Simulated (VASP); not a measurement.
# SnSe (C2/m) in VASP: single point with LDA

Aim: the single point of SnSe with LDA.

All numbers are computed with VASP 6.6.1; they aren't measurements. Logs are shortened: lines on timing, memory, paths and dates and some standing lists are left out, and cuts for length are marked.

## Step 1: The cell of the first run

Symmetry: C2/m, No. 12, monoclinic system. The conventional cell has a = 11.705 Å, b = 4.310 Å, c = 4.318 Å, α = 90.00°, β = 90.86°, γ = 90.00°. Within 3.6 Å of Sn (site symmetry m) lie 5 Se at 2.76 to 3.07 Å and 2 Sn at 3.52 to 3.57 Å. Se (site symmetry m) has 5 Sn at 2.76 to 3.07 Å within 3.6 Å.

## Step 2: Single point, LDA (strain +0.0150 x Voigt [0, 0, 0, 1, 0, 0])

INCAR

```
ALGO = Normal ; EDIFF = 1E-6
ENCUT = 520 ; ISIF = 2
ISMEAR = 0 ; LASPH = T
LCHARG = T ; LELF = T
LREAL = F ; LVHAR = T
LWAVE = F ; NBANDS = 28
NELM = 80 ; PREC = Accurate
SIGMA = 0.05
```

KPOINTS

```
k-points
0
Gamma
  8 8 6
```

POSCAR

```
SnSe
1.0
    2.1550000000     -5.8525000000     -0.0438937500
    2.1550000000      5.8525000000      0.0438937500
    0.0000000000      0.0323850000      4.3180000000
Sn Se
2 2
Direct
    0.8800000000      0.1200000000      0.2500000000
    0.1200000000      0.8800000000      0.7500000000
    0.6440000000      0.3560000000      0.2500000000
    0.3560000000      0.6440000000      0.7500000000
```

Potentials or basis: VASP PAW LDA potentials, release 64 (Sn_d, Se).

The run is started by

```sh
$ cat potpaw_LDA.64/Sn_d/POTCAR potpaw_LDA.64/Se/POTCAR > POTCAR
$ mpirun -np 1 vasp_std > vasp.out
```

OUTCAR:

```text
EDIFF = 1E-6
   ENCUT = 520
   ISIF = 2
   ISMEAR = 0
   LASPH = T
   LREAL = F
   NELM = 80
   PREC = Accurate

 ion  position               nearest neighbor table
   1  0.880  0.120  0.250-   3 2.76   4 3.06   4 3.06   4 3.07   4 3.07   2 3.52   2 3.57
   2  0.120  0.880  0.750-   4 2.76   3 3.06   3 3.06   3 3.07   3 3.07   1 3.52   1 3.57
   3  0.644  0.356  0.250-   1 2.76   2 3.06   2 3.06   2 3.07   2 3.07
   4  0.356  0.644  0.750-   2 2.76   1 3.06   1 3.06   1 3.07   1 3.07

  LATTYP: Found a base centered monoclinic cell.
 ALAT       =    11.7053291985
 B/A-ratio  =     0.3682083542
 C/A-ratio  =     0.3689021786
 COS(beta)  =    -0.0149991563

  Lattice vectors:

 A1 = (  -2.1550000000,  -5.8525000000,  -0.0438937500)
 A2 = (   2.1550000000,  -5.8525000000,  -0.0438937500)
 A3 = (   0.0000000000,   0.0323850000,   4.3180000000)

Analysis of symmetry for initial positions (statically):
=====================================================================
 Subroutine PRICEL returns:
 Original cell was already a primitive cell.

 Routine SETGRP: Setting up the symmetry group for a
 base centered monoclinic supercell.

 Subroutine GETGRP returns: Found  4 space group operations
 (whereof  4 operations were pure point group operations)
 out of a pool of  4 trial point group operations.

The static configuration has the point symmetry C_2h.

Analysis of symmetry for dynamics (positions and initial velocities):
=====================================================================
 Subroutine PRICEL returns:
 Original cell was already a primitive cell.

 Routine SETGRP: Setting up the symmetry group for a
 base centered monoclinic supercell.

 Subroutine GETGRP returns: Found  4 space group operations
 (whereof  4 operations were pure point group operations)
 out of a pool of  4 trial point group operations.

The dynamic configuration has the point symmetry C_2h.

 Subroutine INISYM returns: Found  4 space group operations
 (whereof  4 operations are pure point group operations),
 and found     1 'primitive' translations

----------------------------------------------------------------------------------------

                                     Primitive cell

  volume of cell :     108.9123

  direct lattice vectors                    reciprocal lattice vectors
     2.155000000 -5.852500000 -0.043893750     0.232018561 -0.085438381  0.000640788
     2.155000000  5.852500000  0.043893750     0.232018561  0.085438381 -0.000640788
     0.000000000  0.032385000  4.318000000     0.000000000 -0.001737013  0.231601726

  length of vectors
     6.236802699  6.236802699  4.318121442     0.247250360  0.247250360  0.231608240

  position of ions in fractional coordinates (direct lattice)
     0.880000000  0.120000000  0.250000000
     0.120000000  0.880000000  0.750000000
     0.644000000  0.356000000  0.250000000
     0.356000000  0.644000000  0.750000000

  ion indices of the primitive-cell ions
   primitive index   ion index
                 1           1
                 2           2
                 3           3
                 4           4

----------------------------------------------------------------------------------------

 KPOINTS: k-points

Automatic generation of k-mesh.
 Grid dimensions read from file:
 generate k-points for:    8    8    6

 Generating k-lattice:

  Cartesian coordinates                     Fractional coordinates (reciprocal lattice)
     0.029002320 -0.010679798  0.000080098     0.125000000  0.000000000 -0.000000000
     0.029002320  0.010679798 -0.000080098     0.000000000  0.125000000  0.000000000
     0.000000000 -0.000289502  0.038600288    -0.000000000  0.000000000  0.166666667

  Length of vectors
     0.030906295  0.030906295  0.038601373

  Shift w.r.t. Gamma in fractional coordinates (k-lattice)
     0.000000000  0.000000000  0.000000000

 Subroutine IBZKPT returns following result:
 ===========================================

 Found    114 irreducible k-points:

 Following reciprocal coordinates:
            Coordinates               Weight
  0.000000  0.000000  0.000000      1.000000
  0.125000  0.000000  0.000000      4.000000
  0.250000  0.000000  0.000000      4.000000
  0.375000 -0.000000  0.000000      4.000000
  0.500000  0.000000  0.000000      2.000000
  0.125000  0.125000  0.000000      2.000000
[... 16 lines left out ...]
  0.125000 -0.000000  0.166667      4.000000
  0.250000 -0.000000  0.166667      4.000000
 [... further k-points ...]
   k-points           NKPTS =    114   k-points in BZ     NKDIM =    114   number of bands    NBANDS=     28
   number of dos      NEDOS =    301   number of ions     NIONS =      4
   total plane-waves  NPLWV =  73728
   dimension x,y,z NGX =    48 NGY =   48 NGZ =   32
   dimension x,y,z NGXF=    96 NGYF=   96 NGZF=   64
   ions per type =               2   2
   NGX,Y,Z   is equivalent  to a cutoff of  12.79, 12.79, 12.32 a.u.
   NGXF,Y,Z  is equivalent  to a cutoff of  25.59, 25.59, 24.64 a.u.
 SYSTEM =  unknown system
   PREC   = accura    normal or accurate (medium, high low for compatibility)
   ISTART =      0    job   : 0-new  1-cont  2-samecut
   ICHARG =      2    charge: 1-file 2-atom 10-const
   ISPIN  =      1    spin polarized calculation?
   LNONCOLLINEAR =      F non collinear calculations
   LSORBIT =      F    spin-orbit coupling
   LASPH  =      T    aspherical Exc in radial PAW
   ENCUT  =  520.0 eV  38.22 Ry    6.18 a.u.  11.60 11.60  8.03*2*pi/ulx,y,z
   NELM   =     80;   NELMIN=  2; NELMDL= -5     # of ELM steps
   EDIFF  = 0.1E-05   stopping-criterion for ELM
   LREAL  =      F    real-space projection
   EDIFFG = 0.1E-04   stopping-criterion for IOM
   NSW    =      0    number of steps for IOM
   IBRION =     -1    ionic relax: 0-MD 1-quasi-New 2-CG
   NFREE  =      0    steps in history (QN), initial steepest desc. (CG)
   ISIF   =      2    stress and relaxation
   ISYM   =      2    0-nonsym 1-usesym 2-fastsym
   POTIM  = 0.5000    time-step for ionic-motion
   TEBEG  =    0.0;   TEEND  =   0.0 temperature during run
   PSTRESS=    0.0 pullay stress
   NELECT =      40.0000    total number of electrons
   NUPDOWN=      -1.0000    fix difference up-down
   EMIN   =  10.00;   EMAX   =-10.00  energy-range for DOS
   EFERMI =   0.00;   METHOD = LEGACY
   ISMEAR =     0;   SIGMA  =   0.05  broadening in eV -4-tet -1-fermi 0-gaus
   EFERMI_NEDOS =   21; number of points for ismear=-14 and -15
   IALGO  =     38    algorithm
   IMIX   =      4    mixing-type and parameters
     AMIX     =   0.40;   BMIX     =  1.00
     AMIX_MAG =   1.60;   BMIX_MAG =  1.00
  volume/ion in A,a.u.               =      27.23       183.74
  Fermi-wavevector in a.u.,A,eV,Ry     =   1.172382  2.215481 18.700934  1.374480
  Thomas-Fermi vector in A             =   2.308812
   LORBIT       =      0    0 simple, 1 ext, 2 COOP (PROOUT), +10 PAW based schemes
   GGA     = CA    functional components
   LHFCALC =     F    Hartree Fock is set to
   AEXX    =    0.0000 exact exchange contribution
   IVDW    =     0    specifies the selected vdW correction
   LEPSILON=     F    determine dielectric tensor
   LRPA    =     F    only Hartree local field effects (RPA)
 non-spin polarized calculation
 Gauss-broadening in eV      SIGMA  =   0.05
  energy-cutoff  :      520.00
  volume of cell :      108.91
 maximum number of plane-waves:      2958
 NGX is ok and might be reduce to    48
   NGX = 23   NGY = 23   NGZ = 17

 number of electron      40.0000005 magnetization

 Free energy of the ion-electron system (eV)
  ---------------------------------------------------
  ext. energy  EPLUGINS =         0.00000000
  ---------------------------------------------------
  free energy    TOTEN  =       -18.82708636 eV

  energy without entropy =      -18.82708586  energy(sigma->0) =      -18.82708611

 E-fermi :   5.1988     XC(G=0):  -9.9188

 val. band max:        5.0725835569   @ k =   0.5000   0.5000   0.3333
 cond. band min:       5.3271373971   @ k =   0.5000   0.5000   0.0000
 fundamental gap:      0.2545538402
 Fermi energy:         5.1987996975

 k-point     1 :       0.0000    0.0000    0.0000
  band No.  band energies     occupation
      1     -16.2389      2.00000
      2     -16.2387      2.00000
      3     -16.2293      2.00000
      4     -16.2245      2.00000
      5     -16.2230      2.00000
      6     -16.2076      2.00000
[... 20 lines left out ...]
     27      10.3069      0.00000
     28      11.4364      0.00000

 k-point     2 :       0.1250    0.0000    0.0000
  band No.  band energies     occupation
      1     -16.2378      2.00000
      2     -16.2375      2.00000
      3     -16.2308      2.00000
      4     -16.2252      2.00000
      5     -16.2219      2.00000
      6     -16.2054      2.00000
[... 20 lines left out ...]
     27      10.5531      0.00000
     28      11.4600      0.00000

 k-point     3 :       0.2500    0.0000    0.0000
  band No.  band energies     occupation
      1     -16.2353      2.00000
      2     -16.2344      2.00000
      3     -16.2339      2.00000
      4     -16.2272      2.00000
      5     -16.2196      2.00000
      6     -16.2003      2.00000
[... 20 lines left out ...]
     27      10.9691      0.00000
     28      11.8974      0.00000

 k-point     4 :       0.3750   -0.0000    0.0000
  band No.  band energies     occupation
      1     -16.2367      2.00000
      2     -16.2327      2.00000
      3     -16.2312      2.00000
      4     -16.2291      2.00000
      5     -16.2176      2.00000
      6     -16.1973      2.00000
[... 20 lines left out ...]
     27      12.2652      0.00000
     28      12.5188      0.00000

 k-point     5 :       0.5000    0.0000    0.0000
  band No.  band energies     occupation
      1     -16.2378      2.00000
      2     -16.2316      2.00000
      3     -16.2303      2.00000
      4     -16.2296      2.00000
      5     -16.2167      2.00000
      6     -16.1977      2.00000
[... 20 lines left out ...]
     27      12.7295      0.00000
     28      13.6067      0.00000

 k-point     6 :       0.1250    0.1250    0.0000
  band No.  band energies     occupation
      1     -16.2358      2.00000
      2     -16.2341      2.00000
      3     -16.2336      2.00000
      4     -16.2270      2.00000
      5     -16.2208      2.00000
      6     -16.2004      2.00000
[... 463 lines left out ...]
      5     -16.2143      2.00000
      6     -16.2027      2.00000
[... 20 lines left out ...]
     27      10.9422      0.00000
     28      11.8354      0.00000

 k-point    22 :       0.0000    0.0000    0.1667
  band No.  band energies     occupation
      1     -16.2374      2.00000
      2     -16.2350      2.00000
      3     -16.2312      2.00000
      4     -16.2271      2.00000
      5     -16.2233      2.00000
      6     -16.2024      2.00000
[... 20 lines left out ...]
     27      10.3065      0.00000
     28      12.0546      0.00000

 k-point    23 :       0.1250   -0.0000    0.1667
  band No.  band energies     occupation
      1     -16.2361      2.00000
      2     -16.2344      2.00000
      3     -16.2323      2.00000
      4     -16.2279      2.00000
      5     -16.2226      2.00000
      6     -16.2001      2.00000
[... 20 lines left out ...]
     27      10.5047      0.00000
     28      12.1046      0.00000

 k-point    24 :       0.2500   -0.0000    0.1667
  band No.  band energies     occupation
      1     -16.2370      2.00000
      2     -16.2330      2.00000
      3     -16.2313      2.00000
      4     -16.2293      2.00000
      5     -16.2210      2.00000
      6     -16.1955      2.00000
[... 20 lines left out ...]
     27      11.1984      0.00000
     28      12.1771      0.00000

 [... further k-points ...]

------------------------ aborting loop because EDIFF is reached ----------------------------------------

  FORCE on cell =-STRESS in cart. coord.  units (eV):
  Direction    XX          YY          ZZ          XY          YZ          ZX
  --------------------------------------------------------------------------------------
  -------------------------------------------------------------------------------------
  Total       -3.3868506     -2.6871686     -3.3604273      0.0000000     -0.1802376      0.0000000
  in kB      -49.8229826    -39.5301627    -49.4342773      0.0000000     -2.6514233      0.0000000
  external PRESSURE =     -46.2624742 kB  Pullay stress =       0.0000000 kB

 VOLUME and BASIS-vectors are now :
 -----------------------------------------------------------------------------
  energy-cutoff  :      520.00
  volume of cell :      108.91
      direct lattice vectors                 reciprocal lattice vectors
     2.155000000 -5.852500000 -0.043893750     0.232018561 -0.085438381  0.000640788
     2.155000000  5.852500000  0.043893750     0.232018561  0.085438381 -0.000640788
     0.000000000  0.032385000  4.318000000     0.000000000 -0.001737013  0.231601726

 POSITION                                       TOTAL-FORCE (eV/Angst)
 -----------------------------------------------------------------------------------
      2.15500     -4.43980      1.04614         0.000000      0.397095     -0.003577
      2.15500      4.47219      3.27186         0.000000     -0.397095      0.003577
      2.15500     -1.67742      1.06686         0.000000     -0.156921     -0.040845
      2.15500      1.70981      3.25114         0.000000      0.156921      0.040845
 -----------------------------------------------------------------------------------
    total drift:                               -0.000000     -0.000000      0.000000

  FREE ENERGIE OF THE ION-ELECTRON SYSTEM (eV)
  ---------------------------------------------------
  free  energy   TOTEN  =       -18.8270863634 eV

  energy  without entropy=      -18.8270858550  energy(sigma->0) =      -18.82708611
```

Run time: 7.7 min. Hardware: 1 thread of Intel Xeon 8259CL, shared host; peak memory 0.42 GiB.

Results:

- Free energy: -18.8271 eV
- Pressure: -4.6 GPa
- Largest force: 0.397 eV/Å
- Band gap on the k mesh: 0.25 eV

Forces in eV/Å, atoms in the order of the input:
```
Sn   0.000  0.397 -0.004
Sn   0.000 -0.397  0.004
Se   0.000 -0.157 -0.041
Se   0.000  0.157  0.041
```

Stress tensor (GPa, compression positive):
```
-4.98  0.00  0.00
 0.00 -3.95 -0.27
 0.00 -0.27 -4.94
```

Levels at points of the mesh, in eV from the valence-band top:
| k point | band 16 | band 17 | band 18 | band 19 | band 20 | band 21 | band 22 | band 23 | band 24 | band 25 |
| --- | --- | --- | --- | --- | --- | --- | --- | --- | --- | --- |
| (0.00, 0.00, 0.00) | -3.34 | -2.85 | -2.22 | -1.52 | -0.58 | 3.61 | 3.70 | 3.76 | 4.17 | 4.60 |
| (0.50, 0.00, 0.00) | -2.52 | -1.77 | -1.47 | -0.57 | -0.46 | 1.00 | 1.15 | 1.25 | 2.33 | 2.84 |
| (0.50, 0.50, 0.00) | -2.85 | -2.22 | -1.80 | -1.53 | -0.57 | 0.25 | 3.16 | 3.80 | 3.84 | 4.13 |
| (0.00, 0.00, 0.50) | -3.41 | -1.59 | -1.55 | -0.37 | -0.30 | 0.81 | 0.81 | 1.42 | 1.50 | 4.96 |
| (0.50, 0.00, 0.50) | -4.69 | -3.73 | -3.67 | -1.64 | -1.51 | 2.32 | 2.37 | 4.64 | 4.68 | 6.27 |
| (0.50, 0.50, 0.50) | -1.75 | -1.44 | -1.40 | -1.10 | -1.05 | 1.35 | 1.40 | 2.06 | 2.09 | 2.70 |

Caveat: the cell differs from its parent crystal (strain +0.0150 x Voigt [0, 0, 0, 1, 0, 0]); the cell stands under tension; semilocal functionals underestimate gaps, and a narrow one can read as zero; spin-orbit coupling is left out, which moves the levels of the heavy elements. A k mesh can miss the band edges.
